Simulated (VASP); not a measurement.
# MgS (P6_3/mmc) in VASP: single point with HSE06

Aim: the single point of MgS with HSE06.

All numbers are computed with VASP 6.6.1; they aren't measurements. Logs are shortened: lines on timing, memory, paths and dates and some standing lists are left out, and cuts for length are marked.

## Step 1: The cell of the first run

Symmetry: P6_3/mmc, No. 194, hexagonal system. The conventional cell has a = 3.586 Å, b = 3.586 Å, c = 6.147 Å, α = 90.00°, β = 90.00°, γ = 120.00°. Mg (site symmetry -3m) has 6 S at 2.58 Å and 2 Mg at 3.07 Å within 3.4 Å. S (site symmetry -6m2) has 6 Mg at 2.58 Å within 3.4 Å.

## Step 2: Single point, HSE06 (biaxial xy strain -1.6%)

Input file POSCAR:

```
MgS
1.0
    3.5860142181      0.0000000000      0.0000000000
   -1.7930071091      3.1055794112      0.0000000000
    0.0000000000      0.0000000000      6.1473560943
Mg S
2 2
Direct
    0.0000000000      0.0000000000      0.0000000000
    0.0000000000      0.0000000000      0.5000000000
    0.3333333333      0.6666666667      0.2500000000
    0.6666666667      0.3333333333      0.7500000000
```

Input file INCAR.step1:

```
PREC = Accurate ; ENCUT = 520
EDIFF = 1E-5 ; ISMEAR = 0
SIGMA = 0.01 ; LREAL = False
LASPH = True ; NELM = 100
ALGO = Normal ; ISIF = 2
LWAVE = True ; LCHARG = False
GGA = PE ; NBANDS = 16
```

Input file INCAR.step2:

```
PREC = Accurate ; ENCUT = 520
EDIFF = 1E-6 ; ISMEAR = 0
SIGMA = 0.01 ; LREAL = False
LASPH = True ; NELM = 100
ALGO = Normal ; ISIF = 2
LWAVE = False ; LCHARG = False
GGA = PE ; LHFCALC = True
HFSCREEN = 0.2079 ; PRECFOCK = Normal
ISTART = 1 ; NBANDS = 16
```

Input file KPOINTS:

```
Automatic mesh
0
Gamma
  6 6 4
```

Potentials or basis: VASP PAW PBE potentials, release 64 (Mg, S).

Command:

```sh
$ cat potpaw_PBE.64/Mg/POTCAR potpaw_PBE.64/S/POTCAR > POTCAR
$ cp INCAR.step1 INCAR
$ mpirun -np 1 vasp_std > vasp.out
$ cp INCAR.step2 INCAR
$ mpirun -np 1 vasp_std > vasp.out
```

OUTCAR:

```text
PREC = Accurate
   ENCUT = 520
   EDIFF = 1E-6
   ISMEAR = 0
   LREAL = False
   LASPH = True
   NELM = 100
   ISIF = 2
   GGA = PE
   LHFCALC = True
   HFSCREEN = 0.2079
   PRECFOCK = Normal
   ISTART = 1

 ion  position               nearest neighbor table
   1  0.000  0.000  0.000-   3 2.58   4 2.58   4 2.58   3 2.58   4 2.58   3 2.58   2 3.07   2 3.07

   2  0.000  0.000  0.500-   3 2.58   4 2.58   4 2.58   3 2.58   4 2.58   3 2.58   1 3.07   1 3.07

   3  0.333  0.667  0.250-   1 2.58   2 2.58   1 2.58   2 2.58   1 2.58   2 2.58
   4  0.667  0.333  0.750-   1 2.58   2 2.58   1 2.58   2 2.58   1 2.58   2 2.58

  LATTYP: Found a hexagonal cell.
 ALAT       =     3.5860142181
 C/A-ratio  =     1.7142587063

  Lattice vectors:

 A1 = (   3.5860142181,   0.0000000000,   0.0000000000)
 A2 = (  -1.7930071091,   3.1055794112,   0.0000000000)
 A3 = (   0.0000000000,   0.0000000000,   6.1473560943)

Analysis of symmetry for initial positions (statically):
=====================================================================
 Subroutine PRICEL returns:
 Original cell was already a primitive cell.

 Routine SETGRP: Setting up the symmetry group for a
 hexagonal supercell.

 Subroutine GETGRP returns: Found 24 space group operations
 (whereof 12 operations were pure point group operations)
 out of a pool of 24 trial point group operations.

The static configuration has the point symmetry D_3d.
 The point group associated with its full space group is D_6h.

Analysis of symmetry for dynamics (positions and initial velocities):
=====================================================================
 Subroutine PRICEL returns:
 Original cell was already a primitive cell.

 Routine SETGRP: Setting up the symmetry group for a
 hexagonal supercell.

 Subroutine GETGRP returns: Found 24 space group operations
 (whereof 12 operations were pure point group operations)
 out of a pool of 24 trial point group operations.

The dynamic configuration has the point symmetry D_3d.
 The point group associated with its full space group is D_6h.

 Subroutine INISYM returns: Found 24 space group operations
 (whereof 12 operations are pure point group operations),
 and found     1 'primitive' translations

----------------------------------------------------------------------------------------

                                     Primitive cell

  volume of cell :      68.4610

  direct lattice vectors                    reciprocal lattice vectors
     3.586014218  0.000000000  0.000000000     0.278861136  0.161000552  0.000000000
    -1.793007109  3.105579411  0.000000000     0.000000000  0.322001104  0.000000000
     0.000000000  0.000000000  6.147356094     0.000000000  0.000000000  0.162671559

  length of vectors
     3.586014218  3.586014218  6.147356094     0.322001104  0.322001104  0.162671559

  position of ions in fractional coordinates (direct lattice)
     0.000000000  0.000000000  0.000000000
     0.000000000  0.000000000  0.500000000
     0.333333333  0.666666667  0.250000000
     0.666666667  0.333333333  0.750000000

  ion indices of the primitive-cell ions
   primitive index   ion index
                 1           1
                 2           2
                 3           3
                 4           4

----------------------------------------------------------------------------------------

 KPOINTS: Automatic mesh

Automatic generation of k-mesh.
 Grid dimensions read from file:
 generate k-points for:    6    6    4

 Generating k-lattice:

  Cartesian coordinates                     Fractional coordinates (reciprocal lattice)
     0.046476856  0.026833425  0.000000000     0.166666667  0.000000000  0.000000000
     0.000000000  0.053666851  0.000000000     0.000000000  0.166666667  0.000000000
     0.000000000  0.000000000  0.040667890     0.000000000  0.000000000  0.250000000

  Length of vectors
     0.053666851  0.053666851  0.040667890

  Shift w.r.t. Gamma in fractional coordinates (k-lattice)
     0.000000000  0.000000000  0.000000000

 Subroutine IBZKPT returns following result:
 ===========================================

 Found     21 irreducible k-points:

 Following reciprocal coordinates:
            Coordinates               Weight
  0.000000  0.000000  0.000000      1.000000
  0.166667  0.000000  0.000000      6.000000
  0.333333  0.000000  0.000000      6.000000
  0.500000  0.000000  0.000000      3.000000
  0.166667  0.166667  0.000000      6.000000
  0.333333  0.166667  0.000000     12.000000
[... 13 lines left out ...]
  0.333333  0.166667  0.500000     12.000000
  0.333333  0.333333  0.500000      2.000000
   k-points           NKPTS =     21   k-points in BZ     NKDIM =    144   number of bands    NBANDS=     16
   number of dos      NEDOS =    301   number of ions     NIONS =      4
   total plane-waves  NPLWV =  37632
   dimension x,y,z NGX =    28 NGY =   28 NGZ =   48
   dimension x,y,z NGXF=    56 NGYF=   56 NGZF=   96
   ions per type =               2   2
   NGX,Y,Z   is equivalent  to a cutoff of  12.98, 12.98, 12.98 a.u.
   NGXF,Y,Z  is equivalent  to a cutoff of  25.96, 25.96, 25.96 a.u.
 SYSTEM =  unknown system
   PREC   = accura    normal or accurate (medium, high low for compatibility)
   ISTART =      1    job   : 0-new  1-cont  2-samecut
   ICHARG =      0    charge: 1-file 2-atom 10-const
   ISPIN  =      1    spin polarized calculation?
   LNONCOLLINEAR =      F non collinear calculations
   LSORBIT =      F    spin-orbit coupling
   LASPH  =      T    aspherical Exc in radial PAW
   ENCUT  =  520.0 eV  38.22 Ry    6.18 a.u.   6.67  6.67 11.43*2*pi/ulx,y,z
   NELM   =    100;   NELMIN=  2; NELMDL=  0     # of ELM steps
   EDIFF  = 0.1E-05   stopping-criterion for ELM
   LREAL  =      F    real-space projection
   EDIFFG = 0.1E-04   stopping-criterion for IOM
   NSW    =      0    number of steps for IOM
   IBRION =     -1    ionic relax: 0-MD 1-quasi-New 2-CG
   NFREE  =      0    steps in history (QN), initial steepest desc. (CG)
   ISIF   =      2    stress and relaxation
   ISYM   =      3    0-nonsym 1-usesym 2-fastsym
   POTIM  = 0.5000    time-step for ionic-motion
   TEBEG  =    0.0;   TEEND  =   0.0 temperature during run
   PSTRESS=    0.0 pullay stress
   NELECT =      16.0000    total number of electrons
   NUPDOWN=      -1.0000    fix difference up-down
   EMIN   =  10.00;   EMAX   =-10.00  energy-range for DOS
   EFERMI =   0.00;   METHOD = LEGACY
   ISMEAR =     0;   SIGMA  =   0.01  broadening in eV -4-tet -1-fermi 0-gaus
   EFERMI_NEDOS =   21; number of points for ismear=-14 and -15
   IALGO  =     38    algorithm
   IMIX   =      1    mixing-type and parameters
     AMIX     =   0.40;   BMIX     =  1.00
     AMIX_MAG =   1.60;   BMIX_MAG =  1.00
  volume/ion in A,a.u.               =      17.12       115.50
  Fermi-wavevector in a.u.,A,eV,Ry     =   1.008402  1.905604 13.835427  1.016875
  Thomas-Fermi vector in A             =   2.141267
   LORBIT       =      0    0 simple, 1 ext, 2 COOP (PROOUT), +10 PAW based schemes
   GGA     = PE    functional components
   LHFCALC =     T    Hartree Fock is set to
   PRECFOCK=normal    Normal, Fast or Accurate (Low or Medium for compatibility)
   ENCUT4O =  -1.0   cutoff for four orbital integrals eV
   NKREDX  =     1    reduce k-point grid by
   NKREDY  =     1    reduce k-point grid by
   NKREDZ  =     1    reduce k-point grid by
   AEXX    =    0.2500 exact exchange contribution
   HFSCREEN=    0.2079 screening length (either q_TF or 0.3 A-1)
   HFSCREENC=   0.2079 screening length for correlation (either q_TF or 0.3 A-1)
   ENCUTFOCK=  -1.0 apply spherical cutoff to Coloumb kernel
   IVDW    =     0    specifies the selected vdW correction
   LEPSILON=     F    determine dielectric tensor
   LRPA    =     F    only Hartree local field effects (RPA)
 non-spin polarized calculation
 Gauss-broadening in eV      SIGMA  =   0.01
  energy-cutoff  :      520.00
  volume of cell :       68.46
 maximum number of plane-waves:      1858
 NGX is ok and might be reduce to    28
  NGX = 24; NGY = 24; NGZ = 36

 number of electron      15.9999999 magnetization

 Free energy of the ion-electron system (eV)
  ---------------------------------------------------
  ext. energy  EPLUGINS =         0.00000000
  ---------------------------------------------------
  free energy    TOTEN  =       -19.65116186 eV

  energy without entropy =      -19.65116186  energy(sigma->0) =      -19.65116186

 E-fermi :   3.4524     XC(G=0):  -8.1291

 val. band max:        3.4113213337   @ k =   0.0000   0.0000   0.0000
 cond. band min:       7.7948253867   @ k =   0.3333   0.3333   0.0000
 fundamental gap:      4.3835040530
 Fermi energy:         3.4524198739

 k-point     1 :       0.0000    0.0000    0.0000
  band No.  band energies     occupation
      1     -10.8441      2.00000
      2      -9.4846      2.00000
      3      -2.2785      2.00000
      4       2.8698      2.00000
      5       2.8698      2.00000
      6       2.9831      2.00000
[... 8 lines left out ...]
     15      13.1948      0.00000
     16      14.0129      0.00000

 k-point     2 :       0.1667    0.0000    0.0000
  band No.  band energies     occupation
      1     -10.5617      2.00000
      2      -9.3133      2.00000
      3      -1.9055      2.00000
      4       1.3748      2.00000
      5       2.0049      2.00000
      6       2.4615      2.00000
[... 8 lines left out ...]
     15      13.4392      0.00000
     16      13.4678      0.00000

 k-point     3 :       0.3333    0.0000    0.0000
  band No.  band energies     occupation
      1      -9.8460      2.00000
      2      -8.9788      2.00000
      3      -0.8831      2.00000
      4      -0.8289      2.00000
      5       0.0625      2.00000
      6       1.8573      2.00000
[... 8 lines left out ...]
     15      14.0285      0.00000
     16      16.0087      0.00000

 k-point     4 :       0.5000    0.0000    0.0000
  band No.  band energies     occupation
      1      -9.2847      2.00000
      2      -8.9162      2.00000
      3      -1.7759      2.00000
      4      -0.7850      2.00000
      5       0.0945      2.00000
      6       1.4399      2.00000
[... 8 lines left out ...]
     15      14.0881      0.00000
     16      16.4480      0.00000

 k-point     5 :       0.1667    0.1667    0.0000
  band No.  band energies     occupation
      1     -10.0577      2.00000
      2      -9.0532      2.00000
      3      -1.2031      2.00000
      4       0.1257      2.00000
      5       0.2743      2.00000
      6       1.9520      2.00000
[... 8 lines left out ...]
     15      14.0002      0.00000
     16      14.2661      0.00000

 k-point     6 :       0.3333    0.1667    0.0000
  band No.  band energies     occupation
      1      -9.3482      2.00000
      2      -8.8618      2.00000
      3      -1.3781      2.00000
      4      -0.4447      2.00000
      5      -0.0449      2.00000
      6       0.9086      2.00000
[... 8 lines left out ...]
     15      13.8479      0.00000
     16      16.4350      0.00000
[... 210 lines left out ...]
 k-point    18 :       0.5000    0.0000    0.5000
  band No.  band energies     occupation
      1      -9.0950      2.00000
      2      -9.0950      2.00000
      3      -1.7707      2.00000
      4      -1.7707      2.00000
      5       1.5911      2.00000
      6       1.5911      2.00000
[... 8 lines left out ...]
     15      14.9681      0.00000
     16      14.9681      0.00000

 k-point    19 :       0.1667    0.1667    0.5000
  band No.  band energies     occupation
      1      -9.6035      2.00000
      2      -9.6035      2.00000
      3      -0.4586      2.00000
      4      -0.4586      2.00000
      5       1.2710      2.00000
      6       1.2710      2.00000
[... 8 lines left out ...]
     15      13.3730      0.00000
     16      13.3730      0.00000

 k-point    20 :       0.3333    0.1667    0.5000
  band No.  band energies     occupation
      1      -9.1071      2.00000
      2      -9.1071      2.00000
      3      -1.3377      2.00000
      4      -1.3377      2.00000
      5       0.7220      2.00000
      6       0.7220      2.00000
[... 8 lines left out ...]
     15      14.9373      0.00000
     16      14.9373      0.00000

 k-point    21 :       0.3333    0.3333    0.5000
  band No.  band energies     occupation
      1      -8.9269      2.00000
      2      -8.9269      2.00000
      3      -0.7312      2.00000
      4      -0.7312      2.00000
      5      -0.7213      2.00000
      6      -0.7213      2.00000
[... 8 lines left out ...]
     15      14.2173      0.00000
     16      14.2173      0.00000

------------------------ aborting loop because EDIFF is reached ----------------------------------------

  FORCE on cell =-STRESS in cart. coord.  units (eV):
  Direction    XX          YY          ZZ          XY          YZ          ZX
  --------------------------------------------------------------------------------------
  -------------------------------------------------------------------------------------
  Total        1.2254605      1.2254605      0.1197386     -0.0000000     -0.0000000      0.0000000
  in kB       28.6791911     28.6791911      2.8022160     -0.0000000     -0.0000000      0.0000000
  external PRESSURE =      20.0535327 kB  Pullay stress =       0.0000000 kB

 VOLUME and BASIS-vectors are now :
 -----------------------------------------------------------------------------
  energy-cutoff  :      520.00
  volume of cell :       68.46
      direct lattice vectors                 reciprocal lattice vectors
     3.586014218  0.000000000  0.000000000     0.278861136  0.161000552  0.000000000
    -1.793007109  3.105579411  0.000000000     0.000000000  0.322001104  0.000000000
     0.000000000  0.000000000  6.147356094     0.000000000  0.000000000  0.162671559

 POSITION                                       TOTAL-FORCE (eV/Angst)
 -----------------------------------------------------------------------------------
      0.00000      0.00000      0.00000        -0.000000      0.000000     -0.000000
      0.00000      0.00000      3.07368         0.000000      0.000000     -0.000000
     -0.00000      2.07039      1.53684         0.000000      0.000000     -0.000000
      1.79301      1.03519      4.61052         0.000000     -0.000000      0.000000
 -----------------------------------------------------------------------------------
    total drift:                                0.000214      0.000153     -0.001200

  FREE ENERGIE OF THE ION-ELECTRON SYSTEM (eV)
  ---------------------------------------------------
  free  energy   TOTEN  =       -19.6511618554 eV

  energy  without entropy=      -19.6511618554  energy(sigma->0) =      -19.65116186
```

Wall time 1.8 h (1 thread of Oxide Virtual Turin-like, shared host); peak memory 0.29 GiB.

What came out:

```
Free energy            : -19.6512 eV
Pressure               : 2.0 GPa
Band gap on the k mesh : 4.38 eV (least direct gap 4.82 eV)
```

Caveat: the cell differs from its parent crystal (biaxial xy strain -1.6%); the PAW data sets were made with another functional, which shifts forces and pressure a little.
